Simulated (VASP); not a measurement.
**Ru2Pb: single point with PBE**

Ru2Pb:

```
Ru Pb
1.0
     1.77734    1.02615    5.36803
    -1.77734    1.02615    5.36803
     0.00000   -2.05230    5.36803
Ru Pb
2 1
Cartesian
  0.0000 0.0000 12.0781
  0.0000 0.0000 4.0260
  0.0000 0.0000 0.0000
```

- Program: VASP 6.6.1
- Task: single point
- Functional: PBE
- Potentials or basis: VASP PAW PBE potentials, release 64 (Ru_pv, Pb_d)
- Cutoff: 520 eV
- k mesh: 6 × 6 × 6
- Occupations: gaussian, width 0.1 eV
- Spin: no spin polarisation

```yaml
Pressure: 27.6 GPa
Largest_force: 5.846 eV/Å
Band_gap_on_the_k_mesh: zero (band 21 reaches 8.81 eV, above the bottom of band 22 at 8.40 eV)
```

Forces on the atoms (eV/Å):
```
Ru   0.000  0.000  5.846
Ru   0.000  0.000 -5.846
Pb   0.000  0.000  0.000
```

Stress tensor (GPa, compression positive):
```
31.82  0.00  0.00
 0.00 31.82  0.00
 0.00  0.00 19.10
```

Levels at points of the mesh, in eV from the Fermi level:
| k point | band 18 | band 19 | band 20 | band 21 | band 22 | band 23 | band 24 | band 25 |
| --- | --- | --- | --- | --- | --- | --- | --- | --- |
| (0.00, 0.00, 0.00) | -0.93 | -0.71 | -0.14 | -0.14 | -0.11 | -0.11 | 2.21 | 8.87 |
| (0.50, 0.00, 0.00) | -1.08 | -0.55 | -0.38 | 0.12 | 0.34 | 0.97 | 1.95 | 4.27 |
| (0.50, 0.50, 0.00) | -0.50 | -0.33 | 0.05 | 0.16 | 0.19 | 0.38 | 1.66 | 4.23 |
| (0.50, 0.50, 0.50) | -0.99 | -0.99 | -0.80 | -0.80 | -0.25 | -0.25 | 6.05 | 7.83 |

Wall time 56 s on 1 thread of Intel(R) Xeon(R) 6975P-C (Granite Rapids), with other jobs on the host, peak memory 0.31 GiB.

Caveat: spin-orbit coupling is left out, which moves the levels of the heavy elements; forces of over 1 eV/Å act on the atoms, so gaps and moduli don't describe the material at rest.
